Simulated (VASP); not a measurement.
Input of a VASP 6.6.1 run:

INCAR

```
SYSTEM = SiC
  ALGO = Normal
  EDIFF = 1E-6
  ENCUT = 520
  GGA = PE
  ISIF = 2
  ISMEAR = -1
  LASPH = .TRUE.
  LCHARG = .FALSE.
  LREAL = Auto
  LWAVE = .FALSE.
  NBANDS = 86
  NELM = 100
  PREC = Accurate
  SIGMA = 0.086
```

Contents of KPOINTS:

```
k-points
0
G
  3 3 2
  0 0 0
```

The input POSCAR:

```
SiC
1.0
    6.1551095430      0.0000000000      0.0000000000
   -3.0775547715      5.3304812273      0.0000000000
    0.0000000000      0.0000000000     10.0767208995
Si C
16 16
Direct
    0.3242256936      0.1543802454      0.9381499294
    0.1632646924      0.3418038489      0.4351463183
   -0.0003686230      0.0079589437      0.6826108482
    0.0051878941      0.0142126005      0.1884258797
    0.3329427075      0.6543756279      0.9368127880
    0.1743419362      0.8388996808      0.4380957897
   -0.0047907958      0.4881681201      0.6912988927
    0.0036095955      0.4998820719      0.1859012489
    0.8302157581      0.1695501703      0.9370779536
    0.6707856740      0.3323480422      0.4391579408
    0.5055542031     -0.0021112540      0.6898509018
    0.5102056983      0.0012841242      0.1870354472
    0.8303163422      0.6725891804      0.9391289185
    0.6623071954      0.8329409317      0.4368964908
    0.4944982215      0.4807104445      0.6843563565
    0.4949910835      0.4998150986      0.1910733679
    0.3284735942      0.1791181620      0.7537767569
    0.1701201769      0.3503792473      0.2491297541
   -0.0024230823      0.0039900713      0.4978166062
    0.0136351984      0.0109385996      0.0081392549
    0.3297222478      0.6658892225      0.7526522840
    0.1734470694      0.8475799477      0.2493063989
    0.0073500850      0.4913051727      0.5041356261
   -0.0016483301      0.5074185397      0.0076077328
    0.8232022107      0.1645172289      0.7577302256
    0.6782497290      0.3315539301      0.2404101517
    0.4997532088     -0.0005511697      0.4964003717
    0.4963754136     -0.0133404466     -0.0029761666
    0.8309145330      0.6701430598      0.7531916459
    0.6488267826      0.8242111383      0.2455145900
    0.5001950013      0.4912650262      0.4960317994
    0.5101489500      0.5064285727      0.0045781758
```

Potentials or basis: VASP PAW PBE potentials, release 64 (Si, C).

Command:

```bash
$ cat potpaw_PBE.64/Si/POTCAR potpaw_PBE.64/C/POTCAR > POTCAR
$ mpirun -np 1 vasp_std > vasp.out
```

(1) What does it give for the band gap on the k mesh?

(2) Predict the largest force.

(3) Estimate the pressure.

Results:

(1) 1.77 eV.

(2) 3.536 eV/Å.

(3) 5.0 GPa.

Caveat: forces of over 1 eV/Å act on the atoms, so gaps and moduli don't describe the material at rest.
